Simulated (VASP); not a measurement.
TaN: single point with PBEsol

The system is TaN.

```xyz
4
Lattice="3.0008 0.0000 0.0000 -1.5004 2.5988 0.0000 0.0000 0.0000 5.1033" Properties=species:S:1:pos:R:3 pbc="T T T"
Ta    0.0000    1.7325    0.0000
Ta    1.5004    0.8663    2.5517
N     0.0000    1.7325    1.9648
N     1.5004    0.8663    4.5164
```

This cell differs from its parent crystal: ratio of the length along z to the lengths across it x 1.05, volume and fractional coordinates fixed.

```json
{"Program": "VASP 6.6.1", "Task": "single point", "Functional": "PBEsol", "Potentials or basis": "VASP PAW PBE potentials, release 64 (Ta_pv, N)", "Cutoff": "520 eV", "k mesh": "18 × 18 × 12", "Occupations": "gaussian, width 0.15 eV", "Spin": "no spin polarisation", "Dipole correction": "no", "Further INCAR settings": "ALGO = Normal; EDIFF = 1e-06; NBANDS = 24"}
```

- Pressure: 133.5 GPa
- Largest force: 4.730 eV/Å
- Band gap on the k mesh: zero (bands 16 and 17 overlap by 2.93 eV)

Forces in eV/Å, atoms in the order of the input:
```
Ta   0.000  0.000  4.730
Ta   0.000  0.000  4.730
N    0.000  0.000 -4.730
N    0.000  0.000 -4.730
```

Stress tensor (GPa, compression positive):
```
150.64   0.00   0.00
  0.00 150.64   0.00
  0.00   0.00  99.11
```

Levels at points of the mesh, in eV from the Fermi level:
```csv
k point,band 12,band 13,band 14,band 15,band 16,band 17,band 18,band 19,band 20,band 21
"(0.00, 0.00, 0.00)",-7.93,-7.93,-7.86,-0.48,-0.48,-0.29,2.51,2.72,2.72,4.70
"(0.50, 0.00, 0.00)",-6.44,-6.01,-5.17,-2.31,-1.13,0.70,1.83,2.04,3.87,4.44
"(0.00, 0.00, 0.50)",-8.41,-8.41,-8.41,1.27,1.27,1.27,1.27,2.01,2.01,6.36
"(0.50, 0.00, 0.50)",-6.36,-6.30,-6.30,-0.59,-0.59,2.23,2.23,2.52,2.52,4.65
```

It took 2.9 min on 1 thread of AMD EPYC 7R43 64-Core Processor (Zen 3), on a shared host, peak memory 0.29 GiB.

Caveat: the cell stands under pressure; the PAW data sets were made with another functional, which shifts forces and pressure a little; spin-orbit coupling is left out, which moves the levels of the heavy elements.
